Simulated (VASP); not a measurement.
# CdS (F-43m) in VASP: G0W0 quasiparticle levels with PBE

Aim: the G0W0 quasiparticle levels of CdS with PBE.

Program: VASP 6.6.1. These are calculated values, not measurements. Logs are shortened: lines on timing, memory, paths and dates and some standing lists are left out, and cuts for length are marked.

## (1) The cell of the first run

The structure is cubic, space group F-43m (No. 216). The conventional cell has a = 5.878 Å, b = 5.878 Å, c = 5.878 Å, α = 90.00°, β = 90.00°, γ = 90.00°. Cd (site symmetry -43m) has 4 S at 2.55 Å within 3.4 Å. S (site symmetry -43m) has 4 Cd at 2.55 Å within 3.4 Å.

## (2) G0W0 quasiparticle levels, PBE

Input file POSCAR:

```
CdS
1.0
    0.0000000000      2.9392138866      2.9392138866
    2.9392138866      0.0000000000      2.9392138866
    2.9392138866      2.9392138866      0.0000000000
Cd S
1 1
Direct
    0.0000000000      0.0000000000      0.0000000000
    0.2500000000      0.2500000000      0.2500000000
```

Input file INCAR.step1:

```
ALGO = Normal
EDIFF = 1E-8
ENCUT = 500
GGA = PE
ISMEAR = 0
LASPH = True
LCHARG = False
LREAL = False
LWAVE = True
NELM = 100
PREC = Accurate
SIGMA = 0.01
```

Input file INCAR.step2:

```
ALGO = Exact
EDIFF = 1E-8
ENCUT = 500
GGA = PE
ISMEAR = 0
ISTART = 1
LASPH = True
LCHARG = False
LOPTICS = True
LREAL = False
LWAVE = True
NBANDS = 91
NELM = 1
PREC = Accurate
SIGMA = 0.01
```

Input file INCAR.step3:

```
ALGO = EVGW0
EDIFF = 1E-8
ENCUT = 500
ENCUTGW = 80.0
GGA = PE
ISMEAR = 0
ISTART = 1
LASPH = True
LCHARG = False
LREAL = False
LWAVE = False
NBANDS = 91
NBANDSGW = 17
NELMGW = 1
NOMEGA = 48
PREC = Accurate
PRECFOCK = Fast
SIGMA = 0.01
```

Input file KPOINTS:

```
k-points
0
Gamma
  4 4 4
```

Potentials or basis: VASP PAW PBE potentials, release 64 (Cd_GW, S_GW).

The run is started by

```sh
> cat potpaw_PBE.64/Cd_GW/POTCAR potpaw_PBE.64/S_GW/POTCAR > POTCAR
> cp INCAR.step1 INCAR
> mpirun -np 1 vasp_std > vasp.out
> cp INCAR.step2 INCAR
> mpirun -np 1 vasp_std > vasp.out
> cp INCAR.step3 INCAR
> mpirun -np 1 vasp_std > vasp.out
```

OUTCAR:

```text
EDIFF = 1E-8
   ENCUT = 500
   ENCUTGW = 80.0
   GGA = PE
   ISMEAR = 0
   ISTART = 1
   LASPH = True
   LREAL = False
   NELMGW = 1
   PREC = Accurate
   PRECFOCK = Fast

 ion  position               nearest neighbor table
   1  0.000  0.000  0.000-   2 2.55   2 2.55   2 2.55   2 2.55
   2  0.250  0.250  0.250-   1 2.55   1 2.55   1 2.55   1 2.55

  LATTYP: Found a face centered cubic cell.
 ALAT       =     5.8784277732

  Lattice vectors:

 A1 = (   0.0000000000,   2.9392138866,   2.9392138866)
 A2 = (   2.9392138866,   0.0000000000,   2.9392138866)
 A3 = (   2.9392138866,   2.9392138866,   0.0000000000)

Analysis of symmetry for initial positions (statically):
=====================================================================
 Subroutine PRICEL returns:
 Original cell was already a primitive cell.

 Routine SETGRP: Setting up the symmetry group for a
 face centered cubic supercell.

 Subroutine GETGRP returns: Found 24 space group operations
 (whereof 24 operations were pure point group operations)
 out of a pool of 48 trial point group operations.

The static configuration has the point symmetry T_d .

Analysis of symmetry for dynamics (positions and initial velocities):
=====================================================================
 Subroutine PRICEL returns:
 Original cell was already a primitive cell.

 Routine SETGRP: Setting up the symmetry group for a
 face centered cubic supercell.

 Subroutine GETGRP returns: Found 24 space group operations
 (whereof 24 operations were pure point group operations)
 out of a pool of 48 trial point group operations.

The dynamic configuration has the point symmetry T_d .

 Subroutine INISYM returns: Found 24 space group operations
 (whereof 24 operations are pure point group operations),
 and found     1 'primitive' translations

----------------------------------------------------------------------------------------

                                     Primitive cell

  volume of cell :      50.7836

  direct lattice vectors                    reciprocal lattice vectors
     0.000000000  2.939213887  2.939213887    -0.170113513  0.170113513  0.170113513
     2.939213887  0.000000000  2.939213887     0.170113513 -0.170113513  0.170113513
     2.939213887  2.939213887  0.000000000     0.170113513  0.170113513 -0.170113513

  length of vectors
     4.156676141  4.156676141  4.156676141     0.294645248  0.294645248  0.294645248

  position of ions in fractional coordinates (direct lattice)
     0.000000000  0.000000000  0.000000000
     0.250000000  0.250000000  0.250000000

  ion indices of the primitive-cell ions
   primitive index   ion index
                 1           1
                 2           2

----------------------------------------------------------------------------------------

 KPOINTS: k-points

Automatic generation of k-mesh.
 Grid dimensions read from file:
 generate k-points for:    4    4    4

 Generating k-lattice:

  Cartesian coordinates                     Fractional coordinates (reciprocal lattice)
    -0.042528378  0.042528378  0.042528378     0.250000000  0.000000000  0.000000000
     0.042528378 -0.042528378  0.042528378     0.000000000  0.250000000  0.000000000
     0.042528378  0.042528378 -0.042528378     0.000000000  0.000000000  0.250000000

  Length of vectors
     0.073661312  0.073661312  0.073661312

  Shift w.r.t. Gamma in fractional coordinates (k-lattice)
     0.000000000  0.000000000  0.000000000

 Subroutine IBZKPT returns following result:
 ===========================================

 Found      8 irreducible k-points:

 Following reciprocal coordinates:
            Coordinates               Weight
  0.000000  0.000000  0.000000      1.000000
  0.250000  0.000000  0.000000      8.000000
  0.500000  0.000000  0.000000      4.000000
  0.250000  0.250000  0.000000      6.000000
  0.500000  0.250000  0.000000     24.000000
 -0.250000  0.250000  0.000000     12.000000
  0.500000  0.500000  0.000000      3.000000
 -0.250000  0.500000  0.250000      6.000000
   k-points           NKPTS =      8   k-points in BZ     NKDIM =     64   number of bands    NBANDS=     91
   number of dos      NEDOS =    301   number of ions     NIONS =      2
   total plane-waves  NPLWV =  27000
   dimension x,y,z NGX =    30 NGY =   30 NGZ =   30
   dimension x,y,z NGXF=    60 NGYF=   60 NGZF=   60
   ions per type =               1   1
   NGX,Y,Z   is equivalent  to a cutoff of  12.00, 12.00, 12.00 a.u.
   NGXF,Y,Z  is equivalent  to a cutoff of  24.00, 24.00, 24.00 a.u.
 SYSTEM =  unknown system
   PREC   = accura    normal or accurate (medium, high low for compatibility)
   ISTART =      1    job   : 0-new  1-cont  2-samecut
   ICHARG =      0    charge: 1-file 2-atom 10-const
   ISPIN  =      1    spin polarized calculation?
   LNONCOLLINEAR =      F non collinear calculations
   LSORBIT =      F    spin-orbit coupling
   LASPH  =      T    aspherical Exc in radial PAW
   ENCUT  =  500.0 eV  36.75 Ry    6.06 a.u.   7.58  7.58  7.58*2*pi/ulx,y,z
   NELM   =     60;   NELMIN=  2; NELMDL=  0     # of ELM steps
   EDIFF  = 0.1E-07   stopping-criterion for ELM
   LREAL  =      F    real-space projection
   EDIFFG = 0.1E-06   stopping-criterion for IOM
   NSW    =      0    number of steps for IOM
   IBRION =     -1    ionic relax: 0-MD 1-quasi-New 2-CG
   NFREE  =      0    steps in history (QN), initial steepest desc. (CG)
   ISIF   =      0    stress and relaxation
   ISYM   =      3    0-nonsym 1-usesym 2-fastsym
   POTIM  = 0.5000    time-step for ionic-motion
   TEBEG  =    0.0;   TEEND  =   0.0 temperature during run
   PSTRESS=    0.0 pullay stress
   NELECT =      18.0000    total number of electrons
   NUPDOWN=      -1.0000    fix difference up-down
   EMIN   =  10.00;   EMAX   =-10.00  energy-range for DOS
   EFERMI =   0.00;   METHOD = LEGACY
   ISMEAR =     0;   SIGMA  =   0.01  broadening in eV -4-tet -1-fermi 0-gaus
   EFERMI_NEDOS =   21; number of points for ismear=-14 and -15
   IALGO  =     38    algorithm
   IMIX   =      4    mixing-type and parameters
     AMIX     =   0.40;   BMIX     =  1.00
     AMIX_MAG =   1.60;   BMIX_MAG =  1.00
  volume/ion in A,a.u.               =      25.39       171.35
  Fermi-wavevector in a.u.,A,eV,Ry     =   1.158576  2.189391 18.263073  1.342298
  Thomas-Fermi vector in A             =   2.295177
   LORBIT       =      0    0 simple, 1 ext, 2 COOP (PROOUT), +10 PAW based schemes
   GGA     = PE    functional components
   LHFCALC =     T    Hartree Fock is set to
   PRECFOCK=fast      Normal, Fast or Accurate (Low or Medium for compatibility)
   ENCUT4O =  -1.0   cutoff for four orbital integrals eV
   NKREDX  =     1    reduce k-point grid by
   NKREDY  =     1    reduce k-point grid by
   NKREDZ  =     1    reduce k-point grid by
   AEXX    =    1.0000 exact exchange contribution
   HFSCREEN=    0.0000 screening length (either q_TF or 0.3 A-1)
   HFSCREENC=   0.0000 screening length for correlation (either q_TF or 0.3 A-1)
   ENCUTFOCK=  -1.0 apply spherical cutoff to Coloumb kernel
   IVDW    =     0    specifies the selected vdW correction
   LEPSILON=     F    determine dielectric tensor
   LRPA    =     F    only Hartree local field effects (RPA)
   LRPAFORCE           =     F    calculate RPA forces
   ENCUTGW             =  80.0    cutoff for response function in eV
   ENCUTGWSOFT         =  64.0    soft cutoff for Coulomb kernel in GW response function in eV
   ENCUTLF             =  -1.0    cutoff for local field effects
   NELMGW              =     1    number of iterations in solving QP/BSE equation
   NELMHF              =     1    number of iterations in the inner HF iteration
   NKREDLFX            =     1    NKREDLFY  =   1   NKREDLFZ  =   1
 non-spin polarized calculation
 Gauss-broadening in eV      SIGMA  =   0.01
  energy-cutoff  :      500.00
  volume of cell :       50.78
 maximum number of plane-waves:      1308
  NGX = 18; NGY = 18; NGZ = 18
   NGX = 15   NGY = 15   NGZ = 15
 maximum number of plane-waves:        92
 NGX is ok and might be reduce to    14

 QP shifts <psi_nk| G(iteration)W_0 |psi_nk>: iteration 1
 for sc-GW calculations column KS-energies equals QP-energies in previous step
 and V_xc(KS)=  KS-energies - (<T + V_ion + V_H > + <T+V_H+V_ion>^1  + <V_x>^1)

 k-point   1 :       0.0000    0.0000    0.0000
  band No.  KS-energies  QP-energies   sigma(KS)   V_xc(KS)     V^pw_x(r,r')   Z            occupation Imag(sigma)

      1      -9.7791      -9.9735     -13.3161     -12.9949     -20.8866       0.6053       2.0000       1.0881
      2      -5.2186      -6.9558     -17.6852     -15.1752     -22.9271       0.6921       2.0000       0.5262
      3      -5.2186      -6.9558     -17.6852     -15.1752     -22.9271       0.6921       2.0000       0.5262
      4      -5.2186      -6.9558     -17.6852     -15.1752     -22.9271       0.6921       2.0000       0.5262
      5      -4.7723      -6.6411     -18.1543     -15.4968     -23.2438       0.7032       2.0000       0.4840
      6      -4.7723      -6.6411     -18.1543     -15.4968     -23.2438       0.7032       2.0000       0.4840
[... 9 lines left out ...]
     16      13.7878      14.3880      -9.8037     -10.6201      -4.8788       0.7352       0.0000      -0.2492
     17      15.6508      15.5912      -7.2334      -7.1538      -2.0864       0.7495       0.0000      -0.4493

 k-point   2 :       0.2500    0.0000    0.0000
  band No.  KS-energies  QP-energies   sigma(KS)   V_xc(KS)     V^pw_x(r,r')   Z            occupation Imag(sigma)

      1      -9.5759      -9.7934     -13.6058     -13.2568     -21.0998       0.6235       2.0000       1.0811
      2      -5.1519      -6.9007     -17.7575     -15.2342     -22.9878       0.6931       2.0000       0.5257
      3      -5.1519      -6.9007     -17.7575     -15.2342     -22.9878       0.6931       2.0000       0.5257
      4      -4.9794      -6.6921     -17.4863     -15.0288     -22.6565       0.6969       2.0000       0.5255
      5      -4.7681      -6.6412     -18.1550     -15.4983     -23.2495       0.7050       2.0000       0.4867
      6      -4.7681      -6.6412     -18.1550     -15.4983     -23.2495       0.7050       2.0000       0.4867
[... 9 lines left out ...]
     16      13.6768      13.5813      -7.0560      -6.9299      -2.0874       0.7569       0.0000      -0.3141
     17      17.2625      17.5081      -8.1349      -8.4573      -2.6212       0.7618       0.0000      -0.5994

 k-point   3 :       0.5000    0.0000    0.0000
  band No.  KS-energies  QP-energies   sigma(KS)   V_xc(KS)     V^pw_x(r,r')   Z            occupation Imag(sigma)
[... 85 lines left out ...]
      1      -9.2474      -9.5164     -14.1585     -13.7434     -21.5327       0.6481       2.0000       1.0540
      2      -5.0131      -6.8041     -17.5481     -14.9894     -22.6348       0.7000       2.0000       0.5015
      3      -4.8929      -6.7013     -18.1062     -15.5244     -23.3081       0.7005       2.0000       0.5265
      4      -4.8929      -6.7013     -18.1062     -15.5244     -23.3081       0.7005       2.0000       0.5265
      5      -4.6913      -6.5761     -18.2526     -15.5882     -23.3577       0.7074       2.0000       0.4869
      6      -4.3473      -6.0419     -17.7680     -15.3583     -22.8848       0.7033       2.0000       0.5028
[... 9 lines left out ...]
     16      15.6272      16.2775     -10.0086     -10.8826      -4.6791       0.7440       0.0000      -0.4359
     17      15.6272      16.2775     -10.0086     -10.8826      -4.6791       0.7440       0.0000      -0.4359

 k-point   8 :      -0.2500    0.5000    0.2500
  band No.  KS-energies  QP-energies   sigma(KS)   V_xc(KS)     V^pw_x(r,r')   Z            occupation Imag(sigma)

      1      -9.2489      -9.5117     -14.1514     -13.7428     -21.5350       0.6432       2.0000       1.0500
      2      -4.9986      -6.7768     -17.7667     -15.2209     -22.9302       0.6984       2.0000       0.5167
      3      -4.9838      -6.7979     -17.9922     -15.4035     -23.1894       0.7008       2.0000       0.5243
      4      -4.8084      -6.6700     -18.1520     -15.5074     -23.2796       0.7039       2.0000       0.5046
      5      -4.7639      -6.6231     -18.0979     -15.4577     -23.1981       0.7042       2.0000       0.4895
      6      -4.1768      -5.8744     -18.0766     -15.6628     -23.2110       0.7033       2.0000       0.5032
[... 9 lines left out ...]
     16      15.4700      16.2608     -10.5550     -11.6222      -5.1018       0.7410       0.0000      -0.4712
     17      15.6185      16.2936      -9.7476     -10.6577      -4.2570       0.7418       0.0000      -0.4515
```

Wall time 2 min (1 thread of Intel Xeon 6975P-C (Granite Rapids), shared host); peak memory 0.54 GiB.

Results:

```yaml
Quasiparticle_gap: 1.78 eV
Least_direct_quasiparticle_gap: 1.78 eV
Band_gap_of_the_starting_levels_on_the_mesh: 1.08 eV
Least_direct_gap_of_the_starting_levels_on_the_mesh: 1.08 eV
```

Caveat: the k points lie up to 0.46 Å⁻¹ apart; bands, screening cutoff and mesh are small and nothing is extrapolated, so the quasiparticle values aren't converged.
